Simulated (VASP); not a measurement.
# Si2Mo (I4/mmm) in VASP: notebook

Runs on Si2Mo. Level: r2SCAN. Tasks: single point.

Everything below comes from runs of VASP 6.6.1. Logs are shortened: lines on timing, memory, paths and dates and some standing lists are left out, and cuts for length are marked.

## Step 1: The cell of the first run

The structure is tetragonal, space group I4/mmm (No. 139). Conventional cell: a = 3.229 Å, b = 3.229 Å, c = 7.467 Å, α = 90.00°, β = 90.00°, γ = 90.00°. Si (site symmetry 4mm) has 9 Si at 2.47 to 3.23 Å and 5 Mo at 2.50 to 2.59 Å within 3.3 Å. Mo (site symmetry 4/mmm) has 10 Si at 2.50 to 2.59 Å and 4 Mo at 3.23 Å within 3.3 Å.

## Step 2: Single point, r2SCAN (uniaxial strain along c: -4.5 %, then relaxed in part)

Input file POSCAR:

```
Si2Mo
1.0
    3.2286230814      0.0000000000      0.0000000000
    0.0000000000      3.2286230814      0.0000000000
    0.0000000000      0.0000000000      7.4668278283
Si Mo
4 2
Direct
    0.0000000000      0.0000000000      0.3348695454
    0.5000000000      0.5000000000      0.1651304546
    0.5000000000      0.5000000000      0.8348695454
    0.0000000000      0.0000000000      0.6651304546
    0.0000000000      0.0000000000      0.0000000000
    0.5000000000      0.5000000000      0.5000000000
```

Input file INCAR.step1:

```
SYSTEM = Si2Mo
  PREC = Accurate
  ENCUT = 520
  ISMEAR = 0
  SIGMA = 0.1
  LREAL = .False.
  LASPH = .True.
  NELM = 100
  NBANDS = 31
  GGA = PE
  ALGO = Normal
  EDIFF = 1E-4
  LWAVE = .True.
  LCHARG = .False.
```

Input file INCAR.step2:

```
SYSTEM = Si2Mo
  PREC = Accurate
  ENCUT = 520
  EDIFF = 1E-6
  ISMEAR = 0
  SIGMA = 0.1
  LREAL = .False.
  LASPH = .True.
  NELM = 100
  ALGO = Normal
  ISIF = 2
  LWAVE = .False.
  LCHARG = .True.
  METAGGA = R2SCAN
  LMIXTAU = .True.
  LELF = .True.
  LVHAR = .True.
  NBANDS = 31
  ISTART = 1
```

Input file KPOINTS:

```
regular mesh
0
Gamma
  12 12 6
  0 0 0
```

Potentials or basis: VASP PAW PBE potentials, release 64 (Si, Mo_sv).

Run with:

```
cat potpaw_PBE.64/Si/POTCAR potpaw_PBE.64/Mo_sv/POTCAR > POTCAR
cp INCAR.step1 INCAR
mpirun -np 1 vasp_std > vasp.out
cp INCAR.step2 INCAR
mpirun -np 1 vasp_std > vasp.out
```

OUTCAR:

```text
SYSTEM = Si2Mo
   PREC = Accurate
   ENCUT = 520
   EDIFF = 1E-6
   ISMEAR = 0
   LREAL = .False.
   LASPH = .True.
   NELM = 100
   ISIF = 2
   METAGGA = R2SCAN
   ISTART = 1

 ion  position               nearest neighbor table
   1  0.000  0.000  0.335-   4 2.47   5 2.50   6 2.59   6 2.59   6 2.59   6 2.59   2 2.61   2 2.61
                             2 2.61   2 2.61
   2  0.500  0.500  0.165-   3 2.47   6 2.50   5 2.59   5 2.59   5 2.59   5 2.59   1 2.61   1 2.61
                             1 2.61   1 2.61
   3  0.500  0.500  0.835-   2 2.47   6 2.50   5 2.59   5 2.59   5 2.59   5 2.59   4 2.61   4 2.61
                             4 2.61   4 2.61
   4  0.000  0.000  0.665-   1 2.47   5 2.50   6 2.59   6 2.59   6 2.59   6 2.59   3 2.61   3 2.61
                             3 2.61   3 2.61
   5  0.000  0.000  0.000-   1 2.50   4 2.50   3 2.59   2 2.59   2 2.59   3 2.59   2 2.59   3 2.59
                             2 2.59   3 2.59
   6  0.500  0.500  0.500-   2 2.50   3 2.50   1 2.59   4 2.59   1 2.59   4 2.59   1 2.59   4 2.59
                             1 2.59   4 2.59

  LATTYP: Found a simple tetragonal cell.
 ALAT       =     3.2286230814
 C/A-ratio  =     2.3126972830

  Lattice vectors:

 A1 = (   3.2286230814,   0.0000000000,   0.0000000000)
 A2 = (   0.0000000000,   3.2286230814,   0.0000000000)
 A3 = (   0.0000000000,   0.0000000000,   7.4668278283)

Analysis of symmetry for initial positions (statically):
=====================================================================
 Subroutine PRICEL returns following result:

  LATTYP: Found a body centered tetragonal cell.
 ALAT       =     3.2286230814
 C/A-ratio  =     2.3126972830

  Lattice vectors:

 A1 = (   1.6143115407,  -1.6143115407,  -3.7334139141)
 A2 = (  -1.6143115407,   1.6143115407,  -3.7334139141)
 A3 = (   1.6143115407,   1.6143115407,   3.7334139141)

   2 primitive cells build up your supercell.

 Routine SETGRP: Setting up the symmetry group for a
 simple tetragonal supercell.

 Subroutine GETGRP returns: Found 16 space group operations
 (whereof 16 operations were pure point group operations)
 out of a pool of 16 trial point group operations.

The static configuration has the point symmetry D_4h.

Analysis of symmetry for dynamics (positions and initial velocities):
=====================================================================
 Subroutine PRICEL returns following result:

  LATTYP: Found a body centered tetragonal cell.
 ALAT       =     3.2286230814
 C/A-ratio  =     2.3126972830

  Lattice vectors:

 A1 = (   1.6143115407,  -1.6143115407,  -3.7334139141)
 A2 = (  -1.6143115407,   1.6143115407,  -3.7334139141)
 A3 = (   1.6143115407,   1.6143115407,   3.7334139141)

   2 primitive cells build up your supercell.

 Routine SETGRP: Setting up the symmetry group for a
 simple tetragonal supercell.

 Subroutine GETGRP returns: Found 16 space group operations
 (whereof 16 operations were pure point group operations)
 out of a pool of 16 trial point group operations.

The dynamic configuration has the point symmetry D_4h.

 Subroutine INISYM returns: Found 16 space group operations
 (whereof 16 operations are pure point group operations),
 and found     2 'primitive' translations

----------------------------------------------------------------------------------------

                                     Primitive cell

  volume of cell :      38.9171

  direct lattice vectors                    reciprocal lattice vectors
     1.614311541 -1.614311541 -3.733413914     0.309729558  0.000000000 -0.133925681
    -1.614311541  1.614311541 -3.733413914     0.000000000  0.309729558 -0.133925681
     1.614311541  1.614311541  3.733413914     0.309729558  0.309729558  0.000000000

  length of vectors
     4.376115053  4.376115053  4.376115053     0.337444050  0.337444050  0.438023742

  position of ions in fractional coordinates (direct lattice)
     0.665130455  0.665130455  0.000000000
     0.334869545  0.334869545  0.000000000
     0.000000000  0.000000000  0.000000000

  ion indices of the primitive-cell ions
   primitive index   ion index
                 1           1
                 2           4
                 3           5

----------------------------------------------------------------------------------------

 KPOINTS: regular mesh

Automatic generation of k-mesh.
 Grid dimensions read from file:
 generate k-points for:   12   12    6

 Generating k-lattice:

  Cartesian coordinates                     Fractional coordinates (reciprocal lattice)
     0.025810797  0.000000000  0.000000000     0.083333333  0.000000000  0.000000000
     0.000000000  0.025810797  0.000000000     0.000000000  0.083333333  0.000000000
     0.000000000  0.000000000  0.022320947     0.000000000  0.000000000  0.166666667

  Length of vectors
     0.025810797  0.025810797  0.022320947

  Shift w.r.t. Gamma in fractional coordinates (k-lattice)
     0.000000000  0.000000000  0.000000000

 Subroutine IBZKPT returns following result:
 ===========================================

 Found    112 irreducible k-points:

 Following reciprocal coordinates:
            Coordinates               Weight
  0.000000  0.000000  0.000000      1.000000
  0.083333  0.000000  0.000000      4.000000
  0.166667  0.000000  0.000000      4.000000
  0.250000  0.000000  0.000000      4.000000
  0.333333  0.000000  0.000000      4.000000
  0.416667  0.000000  0.000000      4.000000
[... 16 lines left out ...]
  0.333333  0.333333  0.000000      4.000000
  0.416667  0.333333  0.000000      8.000000
 [... further k-points ...]
   k-points           NKPTS =    112   k-points in BZ     NKDIM =    112   number of bands    NBANDS=     31
   number of dos      NEDOS =    301   number of ions     NIONS =      6
   total plane-waves  NPLWV =  32256
   dimension x,y,z NGX =    24 NGY =   24 NGZ =   56
   dimension x,y,z NGXF=    48 NGYF=   48 NGZF=  112
   ions per type =               4   2
   NGX,Y,Z   is equivalent  to a cutoff of  12.36, 12.36, 12.47 a.u.
   NGXF,Y,Z  is equivalent  to a cutoff of  24.72, 24.72, 24.94 a.u.
 SYSTEM =  Si2Mo
   PREC   = accura    normal or accurate (medium, high low for compatibility)
   ISTART =      1    job   : 0-new  1-cont  2-samecut
   ICHARG =      0    charge: 1-file 2-atom 10-const
   ISPIN  =      1    spin polarized calculation?
   LNONCOLLINEAR =      F non collinear calculations
   LSORBIT =      F    spin-orbit coupling
   LASPH  =      T    aspherical Exc in radial PAW
   ENCUT  =  520.0 eV  38.22 Ry    6.18 a.u.   6.00  6.00 13.88*2*pi/ulx,y,z
   NELM   =    100;   NELMIN=  2; NELMDL=  0     # of ELM steps
   EDIFF  = 0.1E-05   stopping-criterion for ELM
   LREAL  =      F    real-space projection
   EDIFFG = 0.1E-04   stopping-criterion for IOM
   NSW    =      0    number of steps for IOM
   IBRION =     -1    ionic relax: 0-MD 1-quasi-New 2-CG
   NFREE  =      0    steps in history (QN), initial steepest desc. (CG)
   ISIF   =      2    stress and relaxation
   ISYM   =      2    0-nonsym 1-usesym 2-fastsym
   POTIM  = 0.5000    time-step for ionic-motion
   TEBEG  =    0.0;   TEEND  =   0.0 temperature during run
   PSTRESS=    0.0 pullay stress
   NELECT =      44.0000    total number of electrons
   NUPDOWN=      -1.0000    fix difference up-down
   EMIN   =  10.00;   EMAX   =-10.00  energy-range for DOS
   EFERMI =   0.00;   METHOD = LEGACY
   ISMEAR =     0;   SIGMA  =   0.10  broadening in eV -4-tet -1-fermi 0-gaus
   EFERMI_NEDOS =   21; number of points for ismear=-14 and -15
   IALGO  =     38    algorithm
   IMIX   =      4    mixing-type and parameters
     AMIX     =   0.40;   BMIX     =  1.00
     AMIX_MAG =   1.60;   BMIX_MAG =  1.00
  volume/ion in A,a.u.               =      12.97        87.54
  Fermi-wavevector in a.u.,A,eV,Ry     =   1.353637  2.558002 24.930394  1.832332
  Thomas-Fermi vector in A             =   2.480875
   LORBIT       =      0    0 simple, 1 ext, 2 COOP (PROOUT), +10 PAW based schemes
   METAGGA = R2SCAN    functional components
   LHFCALC =     F    Hartree Fock is set to
   AEXX    =    0.0000 exact exchange contribution
   IVDW    =     0    specifies the selected vdW correction
   LEPSILON=     F    determine dielectric tensor
   LRPA    =     F    only Hartree local field effects (RPA)
 non-spin polarized calculation
 Gauss-broadening in eV      SIGMA  =   0.10
  energy-cutoff  :      520.00
  volume of cell :       77.83
 maximum number of plane-waves:      2124
   NGX = 13   NGY = 13   NGZ = 27

 number of electron      44.0000002 magnetization

 Free energy of the ion-electron system (eV)
  ---------------------------------------------------
  ext. energy  EPLUGINS =         0.00000000
  ---------------------------------------------------
  free energy    TOTEN  =       -89.73566533 eV

  energy without entropy =      -89.73341348  energy(sigma->0) =      -89.73453940

 E-fermi :  12.5284     XC(G=0): -13.5439

 val. band max:       12.4947188033   @ k =   0.0833   0.0000   0.3333
 cond. band min:      12.5426480632   @ k =   0.1667   0.0000   0.0000
 fundamental gap:      0.0479292599
 Fermi energy:        12.5284474984

 k-point     1 :       0.0000    0.0000    0.0000
  band No.  band energies     occupation
      1     -49.8502      2.00000
      2     -49.8489      2.00000
      3     -23.3414      2.00000
      4     -23.2978      2.00000
      5     -23.2500      2.00000
      6     -23.2500      2.00000
[... 23 lines left out ...]
     30      18.5981      0.00000
     31      18.5981      0.00000

 k-point     2 :       0.0833    0.0000    0.0000
  band No.  band energies     occupation
      1     -49.8489      2.00000
      2     -49.8477      2.00000
      3     -23.3384      2.00000
      4     -23.2963      2.00000
      5     -23.2680      2.00000
      6     -23.2645      2.00000
[... 23 lines left out ...]
     30      18.5514      0.00000
     31      19.1084      0.00000

 k-point     3 :       0.1667    0.0000    0.0000
  band No.  band energies     occupation
      1     -49.8454      2.00000
      2     -49.8443      2.00000
      3     -23.3299      2.00000
      4     -23.3168      2.00000
      5     -23.3139      2.00000
      6     -23.2922      2.00000
[... 703 lines left out ...]
     30      17.1056      0.00000
     31      18.7810      0.00000

 k-point    24 :       0.4167    0.3333    0.0000
  band No.  band energies     occupation
      1     -49.8183      2.00000
      2     -49.8182      2.00000
      3     -23.4633      2.00000
      4     -23.4632      2.00000
      5     -23.4103      2.00000
      6     -23.4094      2.00000
[... 23 lines left out ...]
     30      17.7445      0.00000
     31      18.3251      0.00000

 [... further k-points ...]
[... 5 lines left out ...]
  --------------------------------------------------------------------------------------
  -------------------------------------------------------------------------------------
  Total        0.2259658      0.2259658     13.4566460      0.0000000      0.0000000      0.0000000
  in kB        4.6513870      4.6513870    276.9979656      0.0000000      0.0000000      0.0000000
  external PRESSURE =      95.4335799 kB  Pullay stress =       0.0000000 kB

 VOLUME and BASIS-vectors are now :
 -----------------------------------------------------------------------------
  energy-cutoff  :      520.00
  volume of cell :       77.83
      direct lattice vectors                 reciprocal lattice vectors
     3.228623081  0.000000000  0.000000000     0.309729558  0.000000000  0.000000000
     0.000000000  3.228623081  0.000000000     0.000000000  0.309729558  0.000000000
     0.000000000  0.000000000  7.466827828     0.000000000  0.000000000  0.133925681

 POSITION                                       TOTAL-FORCE (eV/Angst)
 -----------------------------------------------------------------------------------
      0.00000      0.00000      2.50041        -0.000000     -0.000000     -0.006370
      1.61431      1.61431      1.23300        -0.000000     -0.000000      0.006370
      1.61431      1.61431      6.23383         0.000000     -0.000000     -0.006370
      0.00000      0.00000      4.96641        -0.000000     -0.000000      0.006370
      0.00000      0.00000      0.00000        -0.000000     -0.000000     -0.000000
      1.61431      1.61431      3.73341         0.000000      0.000000      0.000000
 -----------------------------------------------------------------------------------
    total drift:                                0.000000      0.000000     -0.000000

  FREE ENERGIE OF THE ION-ELECTRON SYSTEM (eV)
  ---------------------------------------------------
  free  energy   TOTEN  =       -89.7356653291 eV

  energy  without entropy=      -89.7334134779  energy(sigma->0) =      -89.73453940
```

Wall time 16 min (1 thread of Oxide Virtual Turin-like, shared host); peak memory 0.29 GiB.

What came out:

```
Free energy            : -89.7357 eV
Pressure               : 9.5 GPa
Largest force          : 0.006 eV/Å
Band gap on the k mesh : zero (bands 22 and 23 overlap by 0.83 eV)
```

Forces in eV/Å, atoms in the order of the input:
```
Si   0.000  0.000 -0.006
Si   0.000  0.000  0.006
Si   0.000  0.000 -0.006
Si   0.000  0.000  0.006
Mo   0.000  0.000  0.000
Mo   0.000  0.000  0.000
```

Levels at points of the mesh, in eV from the Fermi level:
```csv
k point,band 20,band 21,band 22,band 23,band 24,band 25
"(0.00, 0.00, 0.00)",-0.77,-0.39,-0.39,0.28,0.49,3.47
"(0.50, 0.00, 0.00)",-1.79,-0.87,-0.87,2.23,2.23,3.81
"(0.50, 0.50, 0.00)",-2.80,-1.27,-1.27,2.65,2.65,3.31
"(0.00, 0.00, 0.50)",-1.66,0.38,0.38,1.87,1.87,1.87
"(0.50, 0.00, 0.50)",-2.48,-0.56,-0.56,2.59,2.59,3.17
"(0.50, 0.50, 0.50)",-1.96,-1.96,-1.96,1.04,1.04,2.65
```

Caveat: the cell differs from its parent crystal (uniaxial strain along c: -4.5 %, then relaxed in part); the stress differs along the axes, from 0 to 28 GPa; the PAW data sets were made with another functional, which shifts forces and pressure a little.

## Step 3: Single point, r2SCAN (uniaxial strain along c: -4.5 %)

Input file POSCAR:

```
Si2Mo
1.0
    3.2377691247      0.0000000000      0.0000000000
    0.0000000000      3.2377691247      0.0000000000
    0.0000000000      0.0000000000      7.4668278283
Si Mo
4 2
Direct
    0.0000000000      0.0000000000      0.3349706759
    0.5000000000      0.5000000000      0.1650293241
    0.5000000000      0.5000000000      0.8349706759
    0.0000000000      0.0000000000      0.6650293241
    0.0000000000      0.0000000000      0.0000000000
    0.5000000000      0.5000000000      0.5000000000
```

Input file INCAR.step1:

```
  PREC = Accurate
  ENCUT = 520
  ISMEAR = 0
  SIGMA = 0.1
  LREAL = F
  LASPH = T
  NELM = 80
  NBANDS = 31
  GGA = PE
  ALGO = Normal
  EDIFF = 1E-4
  LWAVE = T
  LCHARG = F
```

Input file INCAR.step2:

```
  PREC = Accurate
  ENCUT = 520
  EDIFF = 1E-6
  ISMEAR = 0
  SIGMA = 0.1
  LREAL = F
  LASPH = T
  NELM = 80
  ALGO = Normal
  ISIF = 2
  LWAVE = F
  LCHARG = F
  METAGGA = R2SCAN
  LMIXTAU = T
  NBANDS = 31
  ISTART = 1
```

Input file KPOINTS:

```
Automatic mesh
0
Gamma
  12 12 6
```

Potentials or basis: VASP PAW PBE potentials, release 64 (Si, Mo_sv).

Run with:

```
cat potpaw_PBE.64/Si/POTCAR potpaw_PBE.64/Mo_sv/POTCAR > POTCAR
cp INCAR.step1 INCAR
mpirun -np 1 vasp_std > vasp.out
cp INCAR.step2 INCAR
mpirun -np 1 vasp_std > vasp.out
```

It took 15 min on 1 thread of Oxide Virtual Turin-like, shared host; peak memory 0.3 GiB.

It converged, with:

- Free energy: -89.7348 eV
- Pressure: 8.3 GPa
- Largest force: 0.014 eV/Å
- Band gap on the k mesh: zero (bands 22 and 23 overlap by 0.80 eV)

Forces in eV/Å, atoms in the order of the input:
```
Si   0.000  0.000 -0.014
Si   0.000  0.000  0.014
Si   0.000  0.000 -0.014
Si   0.000  0.000  0.014
Mo   0.000  0.000  0.000
Mo   0.000  0.000  0.000
```

Stress tensor (GPa, compression positive):
```
-1.09  0.00  0.00
 0.00 -1.09  0.00
 0.00  0.00 26.96
```

Levels at points of the mesh, in eV from the Fermi level:
| k point | band 18 | band 19 | band 20 | band 21 | band 22 | band 23 | band 24 | band 25 | band 26 | band 27 |
| --- | --- | --- | --- | --- | --- | --- | --- | --- | --- | --- |
| (0.00, 0.00, 0.00) | -2.25 | -0.78 | -0.78 | -0.37 | -0.37 | 0.27 | 0.49 | 3.49 | 3.49 | 3.51 |
| (0.50, 0.00, 0.00) | -2.86 | -1.74 | -1.74 | -0.86 | -0.86 | 2.22 | 2.22 | 3.81 | 3.81 | 4.30 |
| (0.50, 0.50, 0.00) | -4.69 | -2.75 | -2.75 | -1.27 | -1.27 | 2.63 | 2.63 | 3.28 | 3.28 | 4.40 |
| (0.00, 0.00, 0.50) | -2.34 | -1.62 | -1.62 | 0.38 | 0.38 | 1.86 | 1.86 | 1.86 | 1.86 | 2.72 |
| (0.50, 0.00, 0.50) | -2.94 | -2.44 | -2.44 | -0.55 | -0.55 | 2.57 | 2.57 | 3.16 | 3.16 | 5.15 |
| (0.50, 0.50, 0.50) | -2.51 | -1.94 | -1.94 | -1.94 | -1.94 | 1.05 | 1.05 | 2.63 | 2.63 | 4.73 |

Caveat: the cell differs from its parent crystal (uniaxial strain along c: -4.5 %); the stress differs along the axes, from -1 to 27 GPa; the PAW data sets were made with another functional, which shifts forces and pressure a little.

The gap in the log of VASP goes by the Fermi energy; the results here count the filled bands.